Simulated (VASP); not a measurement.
# CaZn3 (Pm-3m) in VASP: notebook

The runs below take CaZn3 through relaxation of cell and atoms, with LDA.

Everything below comes from runs of VASP 6.6.1. Logs are shortened: lines on timing, memory, paths and dates and some standing lists are left out, and cuts for length are marked.

## (1) The cell of the first run

It takes space group Pm-3m (No. 221, cubic). Conventional cell: a = 4.335 Å, b = 4.335 Å, c = 4.335 Å, α = 90.00°, β = 90.00°, γ = 90.00°. Within 4.0 Å of Ca (site symmetry m-3m) lie 12 Zn at 3.07 Å. Within 4.0 Å of Zn (site symmetry 4/mmm) lie 4 Ca at 3.07 Å and 8 Zn at 3.07 Å.

## (2) Relaxation of cell and atoms, LDA, target pressure 6 GPa, at which the enthalpy is minimised

Input file INCAR:

```
  ALGO = Normal
  EDIFF = 1E-6
  EDIFFG = -0.01
  ENCUT = 600
  IBRION = 2
  ISIF = 3
  ISMEAR = 1
  LASPH = True
  LCHARG = False
  LREAL = False
  LWAVE = False
  NELM = 80
  NSW = 100
  PREC = Accurate
  PSTRESS = 60.0
  SIGMA = 0.15
```

Input file KPOINTS:

```
k-points
0
Gamma
  5 5 5
```

Input file POSCAR:

```
CaZn3
1.0
    4.3348400000      0.0000000000      0.0000000000
    0.0000000000      4.3348400000      0.0000000000
    0.0000000000      0.0000000000      4.3348400000
Ca Zn
1 3
Direct
    0.0000000000      0.0000000000      0.0000000000
    0.5000000000      0.5000000000      0.0000000000
    0.5000000000      0.0000000000      0.5000000000
    0.0000000000      0.5000000000      0.5000000000
```

Potentials or basis: VASP PAW LDA potentials, release 64 (Ca_sv, Zn).

On the command line:

```bash
$ cat potpaw_LDA.64/Ca_sv/POTCAR potpaw_LDA.64/Zn/POTCAR > POTCAR
$ mpirun -np 1 vasp_std > vasp.out
```

OUTCAR:

```text
EDIFF = 1E-6
   EDIFFG = -0.01
   ENCUT = 600
   IBRION = 2
   ISIF = 3
   ISMEAR = 1
   LASPH = True
   LREAL = False
   NELM = 80
   NSW = 100
   PREC = Accurate
   PSTRESS = 60.0

 ion  position               nearest neighbor table
   1  0.000  0.000  0.000-   2 3.07   3 3.07   4 3.07   3 3.07   4 3.07   2 3.07   4 3.07   4 3.07
                             2 3.07   3 3.07   3 3.07   2 3.07
   2  0.500  0.500  0.000-   1 3.07   1 3.07   1 3.07   1 3.07
   3  0.500  0.000  0.500-   1 3.07   1 3.07   1 3.07   1 3.07
   4  0.000  0.500  0.500-   1 3.07   1 3.07   1 3.07   1 3.07

  LATTYP: Found a simple cubic cell.
 ALAT       =     4.3348400000

  Lattice vectors:

 A1 = (   4.3348400000,   0.0000000000,   0.0000000000)
 A2 = (   0.0000000000,   4.3348400000,   0.0000000000)
 A3 = (   0.0000000000,   0.0000000000,   4.3348400000)

Analysis of symmetry for initial positions (statically):
=====================================================================
 Subroutine PRICEL returns:
 Original cell was already a primitive cell.

 Routine SETGRP: Setting up the symmetry group for a
 simple cubic supercell.

 Subroutine GETGRP returns: Found 48 space group operations
 (whereof 48 operations were pure point group operations)
 out of a pool of 48 trial point group operations.

The static configuration has the point symmetry O_h .

Analysis of symmetry for dynamics (positions and initial velocities):
=====================================================================
 Subroutine PRICEL returns:
 Original cell was already a primitive cell.

 Routine SETGRP: Setting up the symmetry group for a
 simple cubic supercell.

 Subroutine GETGRP returns: Found 48 space group operations
 (whereof 48 operations were pure point group operations)
 out of a pool of 48 trial point group operations.

The dynamic configuration has the point symmetry O_h .

 Subroutine INISYM returns: Found 48 space group operations
 (whereof 48 operations are pure point group operations),
 and found     1 'primitive' translations

----------------------------------------------------------------------------------------

                                     Primitive cell

  volume of cell :      81.4553

  direct lattice vectors                    reciprocal lattice vectors
     4.334840000  0.000000000  0.000000000     0.230689022  0.000000000  0.000000000
     0.000000000  4.334840000  0.000000000     0.000000000  0.230689022  0.000000000
     0.000000000  0.000000000  4.334840000     0.000000000  0.000000000  0.230689022

  length of vectors
     4.334840000  4.334840000  4.334840000     0.230689022  0.230689022  0.230689022

  position of ions in fractional coordinates (direct lattice)
     0.000000000  0.000000000  0.000000000
     0.500000000  0.500000000  0.000000000
     0.500000000  0.000000000  0.500000000
     0.000000000  0.500000000  0.500000000

  ion indices of the primitive-cell ions
   primitive index   ion index
                 1           1
                 2           2
                 3           3
                 4           4

----------------------------------------------------------------------------------------

 KPOINTS: k-points

Automatic generation of k-mesh.
 Grid dimensions read from file:
 generate k-points for:    5    5    5

 Generating k-lattice:

  Cartesian coordinates                     Fractional coordinates (reciprocal lattice)
     0.046137804  0.000000000  0.000000000     0.200000000  0.000000000  0.000000000
     0.000000000  0.046137804  0.000000000     0.000000000  0.200000000  0.000000000
     0.000000000  0.000000000  0.046137804     0.000000000  0.000000000  0.200000000

  Length of vectors
     0.046137804  0.046137804  0.046137804

  Shift w.r.t. Gamma in fractional coordinates (k-lattice)
     0.000000000  0.000000000  0.000000000

 Subroutine IBZKPT returns following result:
 ===========================================

 Found     10 irreducible k-points:

 Following reciprocal coordinates:
            Coordinates               Weight
  0.000000  0.000000  0.000000      1.000000
  0.200000  0.000000  0.000000      6.000000
  0.400000  0.000000  0.000000      6.000000
  0.200000  0.200000  0.000000     12.000000
  0.400000  0.200000  0.000000     24.000000
  0.400000  0.400000  0.000000     12.000000
  0.200000  0.200000  0.200000      8.000000
  0.400000  0.200000  0.200000     24.000000
  0.400000  0.400000  0.200000     24.000000
  0.400000  0.400000  0.400000      8.000000
   k-points           NKPTS =     10   k-points in BZ     NKDIM =     10   number of bands    NBANDS=     27
   number of dos      NEDOS =    301   number of ions     NIONS =      4
   total plane-waves  NPLWV =  46656
   dimension x,y,z NGX =    36 NGY =   36 NGZ =   36
   dimension x,y,z NGXF=    72 NGYF=   72 NGZF=   72
   ions per type =               1   3
   NGX,Y,Z   is equivalent  to a cutoff of  13.81, 13.81, 13.81 a.u.
   NGXF,Y,Z  is equivalent  to a cutoff of  27.61, 27.61, 27.61 a.u.
 SYSTEM =  unknown system
   PREC   = accura    normal or accurate (medium, high low for compatibility)
   ISTART =      0    job   : 0-new  1-cont  2-samecut
   ICHARG =      2    charge: 1-file 2-atom 10-const
   ISPIN  =      1    spin polarized calculation?
   LNONCOLLINEAR =      F non collinear calculations
   LSORBIT =      F    spin-orbit coupling
   LASPH  =      T    aspherical Exc in radial PAW
   ENCUT  =  600.0 eV  44.10 Ry    6.64 a.u.   8.66  8.66  8.66*2*pi/ulx,y,z
   NELM   =     80;   NELMIN=  2; NELMDL= -5     # of ELM steps
   EDIFF  = 0.1E-05   stopping-criterion for ELM
   LREAL  =      F    real-space projection
   EDIFFG = -.1E-01   stopping-criterion for IOM
   NSW    =    100    number of steps for IOM
   IBRION =      2    ionic relax: 0-MD 1-quasi-New 2-CG
   NFREE  =      1    steps in history (QN), initial steepest desc. (CG)
   ISIF   =      3    stress and relaxation
   ISYM   =      2    0-nonsym 1-usesym 2-fastsym
   POTIM  = 0.5000    time-step for ionic-motion
   TEBEG  =    0.0;   TEEND  =   0.0 temperature during run
   PSTRESS=   60.0 pullay stress
   NELECT =      46.0000    total number of electrons
   NUPDOWN=      -1.0000    fix difference up-down
   EMIN   =  10.00;   EMAX   =-10.00  energy-range for DOS
   EFERMI =   0.00;   METHOD = LEGACY
   ISMEAR =     1;   SIGMA  =   0.15  broadening in eV -4-tet -1-fermi 0-gaus
   EFERMI_NEDOS =   21; number of points for ismear=-14 and -15
   IALGO  =     38    algorithm
   IMIX   =      4    mixing-type and parameters
     AMIX     =   0.40;   BMIX     =  1.00
     AMIX_MAG =   1.60;   BMIX_MAG =  1.00
  volume/ion in A,a.u.               =      20.36       137.42
  Fermi-wavevector in a.u.,A,eV,Ry     =   1.353176  2.557132 24.913437  1.831086
  Thomas-Fermi vector in A             =   2.480453
   LORBIT       =      0    0 simple, 1 ext, 2 COOP (PROOUT), +10 PAW based schemes
   GGA     = CA    functional components
   LHFCALC =     F    Hartree Fock is set to
   AEXX    =    0.0000 exact exchange contribution
   IVDW    =     0    specifies the selected vdW correction
   LEPSILON=     F    determine dielectric tensor
   LRPA    =     F    only Hartree local field effects (RPA)
 conjugate gradient relaxation of ions
 non-spin polarized calculation
 Methfessel and Paxton  Order N= 1 SIGMA  =   0.15
  energy-cutoff  :      600.00
  volume of cell :       81.46
 maximum number of plane-waves:      2734
 NGX is ok and might be reduce to    36
   NGX = 17   NGY = 17   NGZ = 17

--------------------------------------- Ionic step        1  -------------------------------------------

 number of electron      45.9999968 magnetization

 Free energy of the ion-electron system (eV)
  ---------------------------------------------------
  ext. energy  EPLUGINS =         0.00000000
  ---------------------------------------------------
  free energy    TOTEN  =        -7.94978434 eV

  energy without entropy =       -7.94984803  energy(sigma->0) =       -7.94980557

------------------------ aborting loop because EDIFF is reached ----------------------------------------

  FORCE on cell =-STRESS in cart. coord.  units (eV):
  Direction    XX          YY          ZZ          XY          YZ          ZX
  --------------------------------------------------------------------------------------
  -------------------------------------------------------------------------------------
  Total       -2.6202167     -2.6202167     -2.6202167     -0.0000000      0.0000000      0.0000000
  in kB      -51.5381208    -51.5381208    -51.5381208     -0.0000000      0.0000000      0.0000000
  external PRESSURE =    -111.5381208 kB  Pullay stress =      60.0000000 kB

 VOLUME and BASIS-vectors are now :
 -----------------------------------------------------------------------------
  energy-cutoff  :      600.00
  volume of cell :       81.46
      direct lattice vectors                 reciprocal lattice vectors
     4.334840000  0.000000000  0.000000000     0.230689022  0.000000000  0.000000000
     0.000000000  4.334840000  0.000000000     0.000000000  0.230689022  0.000000000
     0.000000000  0.000000000  4.334840000     0.000000000  0.000000000  0.230689022

 POSITION                                       TOTAL-FORCE (eV/Angst)
 -----------------------------------------------------------------------------------
      0.00000      0.00000      0.00000         0.000000      0.000000      0.000000
      2.16742      2.16742      0.00000         0.000000      0.000000      0.000000
      2.16742      0.00000      2.16742         0.000000      0.000000      0.000000
      0.00000      2.16742      2.16742         0.000000      0.000000      0.000000
 -----------------------------------------------------------------------------------
    total drift:                                0.000000      0.000000      0.000000

  FREE ENERGIE OF THE ION-ELECTRON SYSTEM (eV)
  ---------------------------------------------------
  free  energy   TOTEN  =        -7.9497843415 eV
[... 28 lines left out ...]
 POSITION                                       TOTAL-FORCE (eV/Angst)
 -----------------------------------------------------------------------------------
      0.00000      0.00000      0.00000         0.000000     -0.000000      0.000000
      2.01919      2.01919      0.00000         0.000000     -0.000000      0.000000
      2.01919      0.00000      2.01919         0.000000      0.000000      0.000000
     -0.00000      2.01919      2.01919        -0.000000     -0.000000      0.000000
 -----------------------------------------------------------------------------------
    total drift:                                0.000000      0.000000      0.000000

  FREE ENERGIE OF THE ION-ELECTRON SYSTEM (eV)
  ---------------------------------------------------
  free  energy   TOTEN  =        -7.9747800210 eV

  energy  without entropy=       -7.9730484607  energy(sigma->0) =       -7.97420283

  enthalpy is  TOTEN    =        -5.5084000499 eV   P V=        2.4663799712

--------------------------------------- Ionic step        3  -------------------------------------------

 number of electron      45.9999969 magnetization

 Free energy of the ion-electron system (eV)
  ---------------------------------------------------
  ext. energy  EPLUGINS =         0.00000000
  ---------------------------------------------------
  free energy    TOTEN  =        -8.00665725 eV

  energy without entropy =       -8.00506264  energy(sigma->0) =       -8.00612572

 E-fermi :   3.4237     XC(G=0): -11.4775

 val. band max:        3.3286784918   @ k =   0.4000   0.4000   0.4000
 cond. band min:       3.4678406951   @ k =   0.4000   0.2000   0.2000
 fundamental gap:      0.1391622032
 Fermi energy:         3.4237286741

 k-point     1 :       0.0000    0.0000    0.0000
  band No.  band energies     occupation
      1     -36.3183      2.00000
      2     -17.7453      2.00000
      3     -17.7453      2.00000
      4     -17.7453      2.00000
      5      -5.5234      2.00000
      6      -4.5227      2.00000
[... 19 lines left out ...]
     26       7.6109      0.00000
     27       7.6109      0.00000
[... 281 lines left out ...]
 VOLUME and BASIS-vectors are now :
 -----------------------------------------------------------------------------
  energy-cutoff  :      600.00
  volume of cell :       66.64
      direct lattice vectors                 reciprocal lattice vectors
     4.054344649  0.000000000  0.000000000     0.246648987  0.000000000  0.000000000
    -0.000000000  4.054344649  0.000000000    -0.000000000  0.246648987 -0.000000000
    -0.000000000  0.000000000  4.054344649    -0.000000000 -0.000000000  0.246648987

 POSITION                                       TOTAL-FORCE (eV/Angst)
 -----------------------------------------------------------------------------------
      0.00000      0.00000      0.00000         0.000000     -0.000000      0.000000
      2.02717      2.02717      0.00000         0.000000     -0.000000      0.000000
      2.02717      0.00000      2.02717         0.000000      0.000000      0.000000
     -0.00000      2.02717      2.02717        -0.000000      0.000000      0.000000
 -----------------------------------------------------------------------------------
    total drift:                                0.000000      0.000000      0.000000

  FREE ENERGIE OF THE ION-ELECTRON SYSTEM (eV)
  ---------------------------------------------------
  free  energy   TOTEN  =        -8.0066572543 eV

  energy  without entropy=       -8.0050626374  energy(sigma->0) =       -8.00612572

  enthalpy is  TOTEN    =        -5.5108981714 eV   P V=        2.4957590830

 reached required accuracy - stopping structural energy minimisation
```

It took 36 s on 1 thread of Intel Xeon Platinum 8488C (Sapphire Rapids), shared host; peak memory 0.19 GiB.

What came out:

* Free energy: -8.0067 eV
* Relaxed volume: 16.66 Å³/atom
* Relaxed cell: a = 4.054 Å, b = 4.054 Å, c = 4.054 Å, α = 90.00°, β = 90.00°, γ = 90.00°
* Space group after relaxing (to 0.1 Å): Pm-3m (No. 221)
* Energy change on relaxing (the run minimises the enthalpy): -14.2 meV/atom
* Ionic steps: 3
* Pressure after relaxing: 6.0 GPa
* Band gap on the k mesh: zero (bands 23 and 24 overlap by 1.09 eV)

Step by step:
| step | energy change (eV) | largest force (eV/Å) | pressure (GPa) | volume (Å³) |
| --- | --- | --- | --- | --- |
| 1 | 0.0000 | 0.0000 | -5.15 | 81.46 |
| 2 | -0.0250 | 0.0000 | 7.06 | 65.86 |
| 3 | -0.0569 | 0.0000 | 6.01 | 66.64 |

Final structure:
```
Ca Zn
1.0
     4.05434    0.00000    0.00000
     0.00000    4.05434    0.00000
     0.00000    0.00000    4.05434
Ca Zn
1 3
Direct
  0.00000 0.00000 0.00000
  0.50000 0.50000 0.00000
  0.50000 0.00000 0.50000
  0.00000 0.50000 0.50000
```

Caveat: the cell is relaxed towards a set pressure, so the run minimises the enthalpy, not the energy; the volume moved by over 15 % at a fixed basis, so the end points are rough.

## (3) Relaxation of cell and atoms, LDA, target pressure 8 GPa, at which the enthalpy is minimised

Input file INCAR:

```
SYSTEM = CaZn3
  PREC = Accurate
  ENCUT = 600
  EDIFF = 1E-7
  ISMEAR = 1
  SIGMA = 0.15
  LREAL = .False.
  LASPH = .True.
  NELM = 80
  ALGO = Normal
  ISIF = 3
  LWAVE = .False.
  LCHARG = .False.
  GGA = CA
  IBRION = 2
  NSW = 100
  EDIFFG = -0.01
  PSTRESS = 80.0
```

Input file KPOINTS:

```
regular mesh
0
Gamma
  5 5 5
  0 0 0
```

POSCAR is that of step 2.

Potentials or basis: VASP PAW LDA potentials, release 64 (Ca_sv, Zn).

On the command line:

```bash
$ cat potpaw_LDA.64/Ca_sv/POTCAR potpaw_LDA.64/Zn/POTCAR > POTCAR
$ mpirun -np 1 vasp_std > vasp.out
```

Wall time 44 s (1 thread of Intel Xeon Platinum 8488C (Sapphire Rapids), shared host); peak memory 0.19 GiB.

The run converged. Its results:

* Free energy: -7.9406 eV
* Relaxed volume: 16.28 Å³/atom
* Relaxed cell: a = 4.023 Å, b = 4.023 Å, c = 4.023 Å, α = 90.00°, β = 90.00°, γ = 90.00°
* Space group after relaxing (to 0.1 Å): Pm-3m (No. 221)
* Energy change on relaxing (the run minimises the enthalpy): +2.3 meV/atom
* Ionic steps: 3
* Pressure after relaxing: 8.0 GPa
* Band gap on the k mesh: zero (bands 23 and 24 overlap by 1.08 eV)

The path:
| step | energy change (eV) | largest force (eV/Å) | pressure (GPa) | volume (Å³) |
| --- | --- | --- | --- | --- |
| 1 | 0.0000 | 0.0000 | -5.14 | 81.46 |
| 2 | 0.1164 | 0.0000 | 10.88 | 63.30 |
| 3 | 0.0092 | 0.0000 | 8.03 | 65.13 |

Final structure:
```yaml
crystal:
  lattice:
    - [4.02343, 0.00000, 0.00000]
    - [0.00000, 4.02343, 0.00000]
    - [0.00000, 0.00000, 4.02343]
  atoms:
    - { symbol: Ca, position: [0.00000, 0.00000, 0.00000] }
    - { symbol: Zn, position: [0.50000, 0.50000, 0.00000] }
    - { symbol: Zn, position: [0.50000, 0.00000, 0.50000] }
    - { symbol: Zn, position: [0.00000, 0.50000, 0.50000] }
```

Levels at points of the mesh, in eV from the Fermi level:
| k point | band 19 | band 20 | band 21 | band 22 | band 23 | band 24 | band 25 | band 26 |
| --- | --- | --- | --- | --- | --- | --- | --- | --- |
| (0.00, 0.00, 0.00) | -6.94 | -6.94 | -0.55 | -0.55 | 0.16 | 0.16 | 0.16 | 4.25 |

Caveat: the cell is relaxed towards a set pressure, so the run minimises the enthalpy, not the energy; the volume moved by over 15 % at a fixed basis, so the end points are rough.
